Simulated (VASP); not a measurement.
# SnO (P6_3mc) in VASP: a series of runs

The runs below take SnO through single point, with r2SCAN, PBE.

All numbers are computed with VASP 6.6.1; they aren't measurements. Logs are shortened: lines on timing, memory, paths and dates and some standing lists are left out, and cuts for length are marked.

### 1 The cell of the first run

The structure is hexagonal, space group P6_3mc (No. 186). The conventional cell has a = 3.298 Å, b = 3.298 Å, c = 18.362 Å, α = 90.00°, β = 90.00°, γ = 120.00°. Within 2.9 Å of Sn (site symmetry 3m) lie 3 O at 2.17 Å. Within 2.9 Å of Sn (site symmetry 3m) lie 3 O at 2.17 Å. Within 2.9 Å of O (site symmetry 3m) lie 3 Sn at 2.17 Å. O (site symmetry 3m) has 3 Sn at 2.17 Å within 2.9 Å.

### 2 Single point, r2SCAN

Contents of POSCAR:

```
SnO
1.0
    3.2975434386      0.0000000000      0.0000000000
   -1.6487717193      2.8557563880      0.0000000000
    0.0000000000      0.0000000000     18.3617551838
Sn O
4 4
Direct
    0.0000000000      0.0000000000     -0.0027326677
    0.3333333333      0.6666666667      0.2463782473
    0.0000000000      0.0000000000      0.4972673323
    0.6666666667      0.3333333333      0.7463782473
    0.0000000000      0.0000000000      0.1902282771
    0.3333333333      0.6666666667      0.4411261433
    0.0000000000      0.0000000000      0.6902282771
    0.6666666667      0.3333333333      0.9411261433
```

Contents of INCAR.step1:

```
SYSTEM = SnO
PREC = Accurate
ENCUT = 520
ISMEAR = 0
SIGMA = 0.01
LREAL = .FALSE.
LASPH = .TRUE.
NELM = 60
NBANDS = 50
GGA = PE
ALGO = Normal
EDIFF = 1E-4
LWAVE = .TRUE.
LCHARG = .FALSE.
```

Contents of INCAR.step2:

```
SYSTEM = SnO
PREC = Accurate
ENCUT = 520
EDIFF = 1E-6
ISMEAR = 0
SIGMA = 0.01
LREAL = .FALSE.
LASPH = .TRUE.
NELM = 60
ALGO = Normal
ISIF = 2
LWAVE = .FALSE.
LCHARG = .FALSE.
METAGGA = R2SCAN
LMIXTAU = .TRUE.
NBANDS = 50
ISTART = 1
```

Contents of KPOINTS:

```
regular mesh
0
G
  9 9 2
  0 0 0
```

Potentials or basis: VASP PAW PBE potentials, release 64 (Sn_d, O).

Run with:

```console
$ cat potpaw_PBE.64/Sn_d/POTCAR potpaw_PBE.64/O/POTCAR > POTCAR
$ cp INCAR.step1 INCAR
$ mpirun -np 1 vasp_std > vasp.out
$ cp INCAR.step2 INCAR
$ mpirun -np 1 vasp_std > vasp.out
```

OUTCAR:

```text
SYSTEM = SnO
   PREC = Accurate
   ENCUT = 520
   EDIFF = 1E-6
   ISMEAR = 0
   LREAL = .FALSE.
   LASPH = .TRUE.
   NELM = 60
   ISIF = 2
   METAGGA = R2SCAN
   ISTART = 1

 ion  position               nearest neighbor table
   1  0.000  0.000  0.997-   8 2.17   8 2.17   8 2.17
   2  0.333  0.667  0.246-   5 2.17   5 2.17   5 2.17
   3  0.000  0.000  0.497-   6 2.17   6 2.17   6 2.17
   4  0.667  0.333  0.746-   7 2.17   7 2.17   7 2.17
   5  0.000  0.000  0.190-   2 2.17   2 2.17   2 2.17
   6  0.333  0.667  0.441-   3 2.17   3 2.17   3 2.17
   7  0.000  0.000  0.690-   4 2.17   4 2.17   4 2.17
   8  0.667  0.333  0.941-   1 2.17   1 2.17   1 2.17

  LATTYP: Found a hexagonal cell.
 ALAT       =     3.2975434386
 C/A-ratio  =     5.5683133598

  Lattice vectors:

 A1 = (   3.2975434386,   0.0000000000,   0.0000000000)
 A2 = (  -1.6487717193,   2.8557563880,   0.0000000000)
 A3 = (   0.0000000000,   0.0000000000,  18.3617551838)

Analysis of symmetry for initial positions (statically):
=====================================================================
 Subroutine PRICEL returns:
 Original cell was already a primitive cell.

 Routine SETGRP: Setting up the symmetry group for a
 hexagonal supercell.

 Subroutine GETGRP returns: Found 12 space group operations
 (whereof  6 operations were pure point group operations)
 out of a pool of 24 trial point group operations.

The static configuration has the point symmetry C_3v.
 The point group associated with its full space group is C_6v.

Analysis of symmetry for dynamics (positions and initial velocities):
=====================================================================
 Subroutine PRICEL returns:
 Original cell was already a primitive cell.

 Routine SETGRP: Setting up the symmetry group for a
 hexagonal supercell.

 Subroutine GETGRP returns: Found 12 space group operations
 (whereof  6 operations were pure point group operations)
 out of a pool of 24 trial point group operations.

The dynamic configuration has the point symmetry C_3v.
 The point group associated with its full space group is C_6v.

 Subroutine INISYM returns: Found 12 space group operations
 (whereof  6 operations are pure point group operations),
 and found     1 'primitive' translations

----------------------------------------------------------------------------------------

                                     Primitive cell

  volume of cell :     172.9123

  direct lattice vectors                    reciprocal lattice vectors
     3.297543439  0.000000000  0.000000000     0.303256051  0.175084962  0.000000000
    -1.648771719  2.855756388  0.000000000     0.000000000  0.350169925  0.000000000
     0.000000000  0.000000000 18.361755184     0.000000000  0.000000000  0.054461025

  length of vectors
     3.297543439  3.297543439 18.361755184     0.350169925  0.350169925  0.054461025

  position of ions in fractional coordinates (direct lattice)
     0.000000000  0.000000000  0.997267332
     0.333333333  0.666666667  0.246378247
     0.000000000  0.000000000  0.497267332
     0.666666667  0.333333333  0.746378247
     0.000000000  0.000000000  0.190228277
     0.333333333  0.666666667  0.441126143
     0.000000000  0.000000000  0.690228277
     0.666666667  0.333333333  0.941126143

  ion indices of the primitive-cell ions
   primitive index   ion index
                 1           1
                 2           2
                 3           3
                 4           4
                 5           5
                 6           6
                 7           7
                 8           8

----------------------------------------------------------------------------------------

 KPOINTS: regular mesh

Automatic generation of k-mesh.
 Grid dimensions read from file:
 generate k-points for:    9    9    2

 Generating k-lattice:

  Cartesian coordinates                     Fractional coordinates (reciprocal lattice)
     0.033695117  0.019453885  0.000000000     0.111111111 -0.000000000  0.000000000
     0.000000000  0.038907769  0.000000000     0.000000000  0.111111111  0.000000000
     0.000000000  0.000000000  0.027230512     0.000000000  0.000000000  0.500000000

  Length of vectors
     0.038907769  0.038907769  0.027230512

  Shift w.r.t. Gamma in fractional coordinates (k-lattice)
     0.000000000  0.000000000  0.000000000

 Subroutine IBZKPT returns following result:
 ===========================================

 Found     24 irreducible k-points:

 Following reciprocal coordinates:
            Coordinates               Weight
  0.000000  0.000000  0.000000      1.000000
  0.111111  0.000000  0.000000      6.000000
  0.222222  0.000000  0.000000      6.000000
  0.333333  0.000000  0.000000      6.000000
  0.444444  0.000000  0.000000      6.000000
  0.111111  0.111111  0.000000      6.000000
[... 16 lines left out ...]
  0.333333  0.222222  0.500000     12.000000
  0.333333  0.333333  0.500000      2.000000
   k-points           NKPTS =     24   k-points in BZ     NKDIM =     24   number of bands    NBANDS=     50
   number of dos      NEDOS =    301   number of ions     NIONS =      8
   total plane-waves  NPLWV = 109760
   dimension x,y,z NGX =    28 NGY =   28 NGZ =  140
   dimension x,y,z NGXF=    56 NGYF=   56 NGZF=  280
   ions per type =               4   4
   NGX,Y,Z   is equivalent  to a cutoff of  14.12, 14.12, 12.68 a.u.
   NGXF,Y,Z  is equivalent  to a cutoff of  28.23, 28.23, 25.35 a.u.
 SYSTEM =  SnO
   PREC   = accura    normal or accurate (medium, high low for compatibility)
   ISTART =      1    job   : 0-new  1-cont  2-samecut
   ICHARG =      0    charge: 1-file 2-atom 10-const
   ISPIN  =      1    spin polarized calculation?
   LNONCOLLINEAR =      F non collinear calculations
   LSORBIT =      F    spin-orbit coupling
   LASPH  =      T    aspherical Exc in radial PAW
   ENCUT  =  520.0 eV  38.22 Ry    6.18 a.u.   6.13  6.13 34.14*2*pi/ulx,y,z
   NELM   =     60;   NELMIN=  2; NELMDL=  0     # of ELM steps
   EDIFF  = 0.1E-05   stopping-criterion for ELM
   LREAL  =      F    real-space projection
   EDIFFG = 0.1E-04   stopping-criterion for IOM
   NSW    =      0    number of steps for IOM
   IBRION =     -1    ionic relax: 0-MD 1-quasi-New 2-CG
   NFREE  =      0    steps in history (QN), initial steepest desc. (CG)
   ISIF   =      2    stress and relaxation
   ISYM   =      2    0-nonsym 1-usesym 2-fastsym
   POTIM  = 0.5000    time-step for ionic-motion
   TEBEG  =    0.0;   TEEND  =   0.0 temperature during run
   PSTRESS=    0.0 pullay stress
   NELECT =      80.0000    total number of electrons
   NUPDOWN=      -1.0000    fix difference up-down
   EMIN   =  10.00;   EMAX   =-10.00  energy-range for DOS
   EFERMI =   0.00;   METHOD = LEGACY
   ISMEAR =     0;   SIGMA  =   0.01  broadening in eV -4-tet -1-fermi 0-gaus
   EFERMI_NEDOS =   21; number of points for ismear=-14 and -15
   IALGO  =     38    algorithm
   IMIX   =      4    mixing-type and parameters
     AMIX     =   0.40;   BMIX     =  1.00
     AMIX_MAG =   1.60;   BMIX_MAG =  1.00
  volume/ion in A,a.u.               =      21.61       145.86
  Fermi-wavevector in a.u.,A,eV,Ry     =   1.266182  2.392737 21.813096  1.603217
  Thomas-Fermi vector in A             =   2.399396
   LORBIT       =      0    0 simple, 1 ext, 2 COOP (PROOUT), +10 PAW based schemes
   METAGGA = R2SCAN    functional components
   LHFCALC =     F    Hartree Fock is set to
   AEXX    =    0.0000 exact exchange contribution
   IVDW    =     0    specifies the selected vdW correction
   LEPSILON=     F    determine dielectric tensor
   LRPA    =     F    only Hartree local field effects (RPA)
 non-spin polarized calculation
 Gauss-broadening in eV      SIGMA  =   0.01
  energy-cutoff  :      520.00
  volume of cell :      172.91
 maximum number of plane-waves:      4704
 NGX is ok and might be reduce to    28
   NGX = 13   NGY = 13   NGZ = 69

 number of electron      79.9999998 magnetization

 Free energy of the ion-electron system (eV)
  ---------------------------------------------------
  ext. energy  EPLUGINS =         0.00000000
  ---------------------------------------------------
  free energy    TOTEN  =      -130.70391729 eV

  energy without entropy =     -130.70391729  energy(sigma->0) =     -130.70391729

 E-fermi :   3.9125     XC(G=0):  -9.6163

 val. band max:        3.7769205123   @ k =   0.3333   0.3333   0.0000
 cond. band min:       5.4174765193   @ k =   0.0000   0.0000   0.0000
 fundamental gap:      1.6405560071
 Fermi energy:         3.9124699043

 k-point     1 :       0.0000    0.0000    0.0000
  band No.  band energies     occupation
      1     -17.8267      2.00000
      2     -17.8267      2.00000
      3     -17.8267      2.00000
      4     -17.8267      2.00000
      5     -17.8221      2.00000
      6     -17.8215      2.00000
[... 42 lines left out ...]
     49      12.9767      0.00000
     50      13.0205      0.00000

 k-point     2 :       0.1111    0.0000    0.0000
  band No.  band energies     occupation
      1     -17.9337      2.00000
      2     -17.9335      2.00000
      3     -17.9188      2.00000
      4     -17.9186      2.00000
      5     -17.8040      2.00000
      6     -17.8040      2.00000
[... 42 lines left out ...]
     49      11.9799      0.00000
     50      12.7761      0.00000

 k-point     3 :       0.2222    0.0000    0.0000
  band No.  band energies     occupation
      1     -18.0911      2.00000
      2     -18.0910      2.00000
      3     -18.0762      2.00000
      4     -18.0761      2.00000
      5     -17.7474      2.00000
      6     -17.7474      2.00000
[... 1102 lines left out ...]
     49      10.3459      0.00000
     50      10.3459      0.00000

 k-point    24 :       0.3333    0.3333    0.5000
  band No.  band energies     occupation
      1     -18.3131      2.00000
      2     -18.3131      2.00000
      3     -18.2983      2.00000
      4     -18.2983      2.00000
      5     -17.7245      2.00000
      6     -17.7245      2.00000
[... 42 lines left out ...]
     49      10.8018      0.00000
     50      10.8099      0.00000

------------------------ aborting loop because EDIFF is reached ----------------------------------------

  FORCE on cell =-STRESS in cart. coord.  units (eV):
  Direction    XX          YY          ZZ          XY          YZ          ZX
  --------------------------------------------------------------------------------------
  -------------------------------------------------------------------------------------
  Total        0.5796762      0.5796762      0.2974010      0.0000000      0.0000000      0.0000000
  in kB        5.3711860      5.3711860      2.7556698      0.0000000      0.0000000      0.0000000
  external PRESSURE =       4.4993473 kB  Pullay stress =       0.0000000 kB

 VOLUME and BASIS-vectors are now :
 -----------------------------------------------------------------------------
  energy-cutoff  :      520.00
  volume of cell :      172.91
      direct lattice vectors                 reciprocal lattice vectors
     3.297543439  0.000000000  0.000000000     0.303256051  0.175084962  0.000000000
    -1.648771719  2.855756388  0.000000000     0.000000000  0.350169925  0.000000000
     0.000000000  0.000000000 18.361755184     0.000000000  0.000000000  0.054461025

 POSITION                                       TOTAL-FORCE (eV/Angst)
 -----------------------------------------------------------------------------------
      0.00000      0.00000     18.31158         0.000000      0.000000      0.109485
     -0.00000      1.90384      4.52394        -0.000000     -0.000000      0.106869
      0.00000      0.00000      9.13070        -0.000000      0.000000      0.109485
      1.64877      0.95192     13.70481         0.000000      0.000000      0.106869
      0.00000      0.00000      3.49293        -0.000000     -0.000000     -0.106225
     -0.00000      1.90384      8.09985         0.000000     -0.000000     -0.110129
      0.00000      0.00000     12.67380        -0.000000      0.000000     -0.106225
      1.64877      0.95192     17.28073        -0.000000      0.000000     -0.110129
 -----------------------------------------------------------------------------------
    total drift:                                0.000000      0.000000     -0.006440

  FREE ENERGIE OF THE ION-ELECTRON SYSTEM (eV)
  ---------------------------------------------------
  free  energy   TOTEN  =      -130.7039172883 eV

  energy  without entropy=     -130.7039172883  energy(sigma->0) =     -130.70391729
```

Wall time 8.9 min (1 thread of Intel Xeon 6975P-C (Granite Rapids), shared host); peak memory 0.45 GiB.

What came out:

| Item | Value |
| --- | --- |
| Free energy | -130.7039 eV |
| Pressure | 0.4 GPa |
| Largest force | 0.110 eV/Å |
| Band gap on the k mesh | 1.64 eV (least direct gap 2.08 eV) |

Forces in eV/Å, atoms in the order of the input:
```
Sn   0.000  0.000  0.109
Sn   0.000  0.000  0.107
Sn   0.000  0.000  0.109
Sn   0.000  0.000  0.107
O    0.000  0.000 -0.106
O    0.000  0.000 -0.110
O    0.000  0.000 -0.106
O    0.000  0.000 -0.110
```

Stress tensor (GPa, compression positive):
```
0.54 0.00 0.00
0.00 0.54 0.00
0.00 0.00 0.28
```

Levels at points of the mesh, in eV from the valence-band top:
| k point | band 38 | band 39 | band 40 | band 41 | band 42 | band 43 |
| --- | --- | --- | --- | --- | --- | --- |
| (0.00, 0.00, 0.00) | -1.79 | -1.76 | -1.12 | 1.64 | 2.35 | 2.38 |
| (0.00, 0.00, 0.50) | -2.18 | -1.33 | -1.33 | 1.87 | 1.87 | 2.85 |

Caveat: the PAW data sets were made with another functional, which shifts forces and pressure a little; spin-orbit coupling is left out, which moves the levels of the heavy elements; an odd mesh through Γ misses points on the zone boundary, where band edges can lie.

### 3 Single point, PBE

Contents of INCAR:

```
SYSTEM = SnO
PREC = Accurate
ENCUT = 520
EDIFF = 1E-6
ISMEAR = 0
SIGMA = 0.01
LREAL = .False.
LASPH = .True.
NELM = 100
ALGO = Normal
ISIF = 2
LWAVE = .False.
LCHARG = .False.
GGA = PE
NBANDS = 50
```

Contents of KPOINTS:

```
regular mesh
0
Gamma
  12 12 2
  0 0 0
```

POSCAR is that of step 2.

Potentials or basis: VASP PAW PBE potentials, release 64 (Sn_d, O).

Run with:

```console
$ cat potpaw_PBE.64/Sn_d/POTCAR potpaw_PBE.64/O/POTCAR > POTCAR
$ mpirun -np 1 vasp_std > vasp.out
```

Run time: 3.5 min. Hardware: 1 thread of Intel Xeon 6975P-C (Granite Rapids), shared host; peak memory 0.45 GiB.

It converged, with:

- Free energy: -42.8408 eV
- Pressure: 3.3 GPa
- Largest force: 0.507 eV/Å
- Band gap on the k mesh: 1.38 eV (least direct gap 1.71 eV)

Forces in eV/Å, atoms in the order of the input:
```
Sn   0.000  0.000  0.505
Sn   0.000  0.000  0.507
Sn   0.000  0.000  0.505
Sn   0.000  0.000  0.507
O    0.000  0.000 -0.505
O    0.000  0.000 -0.507
O    0.000  0.000 -0.505
O    0.000  0.000 -0.507
```

Stress tensor (GPa, compression positive):
```
3.97 0.00 0.00
0.00 3.97 0.00
0.00 0.00 2.10
```

Levels at points of the mesh, in eV from the valence-band top:
| k point | band 37 | band 38 | band 39 | band 40 | band 41 | band 42 | band 43 | band 44 |
| --- | --- | --- | --- | --- | --- | --- | --- | --- |
| (0.00, 0.00, 0.00) | -2.19 | -1.68 | -1.65 | -1.05 | 1.38 | 2.03 | 2.06 | 2.67 |
| (0.50, 0.00, 0.00) | -0.80 | -0.58 | -0.52 | -0.31 | 1.40 | 1.46 | 1.57 | 1.64 |
| (0.00, 0.00, 0.50) | -2.04 | -2.04 | -1.25 | -1.25 | 1.59 | 1.59 | 2.48 | 2.48 |
| (0.50, 0.00, 0.50) | -0.72 | -0.72 | -0.38 | -0.38 | 1.44 | 1.44 | 1.60 | 1.60 |

Caveat: the cell stands under pressure; spin-orbit coupling is left out, which moves the levels of the heavy elements.

### 4 Single point, r2SCAN

POSCAR is that of step 3.

Contents of INCAR.step1:

```
SYSTEM = SnO
PREC = Accurate
ENCUT = 520
ISMEAR = 0
SIGMA = 0.01
LREAL = .False.
LASPH = .True.
NELM = 100
NBANDS = 50
GGA = PE
ALGO = Normal
EDIFF = 1E-4
LWAVE = .True.
LCHARG = .False.
LUSENCCL = .False.
```

Contents of INCAR.step2:

```
SYSTEM = SnO
PREC = Accurate
ENCUT = 520
EDIFF = 1E-6
ISMEAR = 0
SIGMA = 0.01
LREAL = .False.
LASPH = .True.
NELM = 100
ALGO = Normal
ISIF = 2
LWAVE = .False.
LCHARG = .False.
METAGGA = R2SCAN
LMIXTAU = .True.
NBANDS = 50
ISTART = 1
LUSENCCL = .False.
```

KPOINTS is that of step 3.

Run with:

```console
$ cat potpaw_PBE.64/Sn_d/POTCAR potpaw_PBE.64/O/POTCAR > POTCAR
$ cp INCAR.step1 INCAR
$ mpirun -np 1 vasp_std > vasp.out
$ cp INCAR.step2 INCAR
$ mpirun -np 1 vasp_std > vasp.out
```

Run time: 6 min. Hardware: 1 × NVIDIA H100 80GB with 1 thread of Intel Xeon Platinum 8481C at 2.70GHz (Sapphire Rapids), shared host; peak memory 1.4 GiB.

It converged, with:

```
Free energy            : -130.7039 eV
Pressure               : 0.4 GPa
Largest force          : 0.110 eV/Å
Band gap on the k mesh : 1.59 eV (least direct gap 1.93 eV)
```

Forces on the atoms (eV/Å):
```
Sn   0.000  0.000  0.109
Sn   0.000  0.000  0.107
Sn   0.000  0.000  0.109
Sn   0.000  0.000  0.107
O    0.000  0.000 -0.106
O    0.000  0.000 -0.110
O    0.000  0.000 -0.106
O    0.000  0.000 -0.110
```

Stress tensor (GPa, compression positive):
```
0.53 0.00 0.00
0.00 0.53 0.00
0.00 0.00 0.26
```

Levels at points of the mesh, in eV from the valence-band top:
| k point | band 38 | band 39 | band 40 | band 41 | band 42 | band 43 |
| --- | --- | --- | --- | --- | --- | --- |
| (0.00, 0.00, 0.00) | -1.79 | -1.76 | -1.12 | 1.64 | 2.35 | 2.38 |
| (0.50, 0.00, 0.00) | -0.61 | -0.55 | -0.33 | 1.59 | 1.67 | 1.76 |
| (0.00, 0.00, 0.50) | -2.18 | -1.33 | -1.33 | 1.87 | 1.87 | 2.85 |
| (0.50, 0.00, 0.50) | -0.75 | -0.41 | -0.41 | 1.63 | 1.63 | 1.80 |

Caveat: the PAW data sets were made with another functional, which shifts forces and pressure a little; spin-orbit coupling is left out, which moves the levels of the heavy elements.

### 5 Overview

```tsv
level	k mesh	gap on the mesh (eV)	pressure (GPa)	largest force (eV/Å)
r2SCAN	9 × 9 × 2	1.64	0.4	0.11
PBE	12 × 12 × 2	1.38	3.3	0.51
r2SCAN	12 × 12 × 2	1.59	0.4	0.11
```

Alike in all rows: task single point; potentials or basis VASP PAW PBE potentials, release 64 (Sn_d, O); no spin polarisation; cell as given; cutoff (eV) 520; smearing gaussian 0.01 eV.

On the cell as given the gap runs from 1.38 eV (PBE) to 1.64 eV (r2SCAN); the meshes differ, which moves gaps too. The pressure there spans 0.4 GPa (r2SCAN) to 3.3 GPa (PBE); a positive pressure means that this level wants a larger cell, a negative one a smaller.

Caveats: spin-orbit coupling is left out, which moves the levels of the heavy elements; the PAW data sets were made with another functional, which shifts forces and pressure a little (at least some runs); an odd mesh through Γ misses points on the zone boundary, where band edges can lie (at least some runs); the cell stands under pressure (at least some runs).

Absolute energies hang on the potentials; compare differences alone.
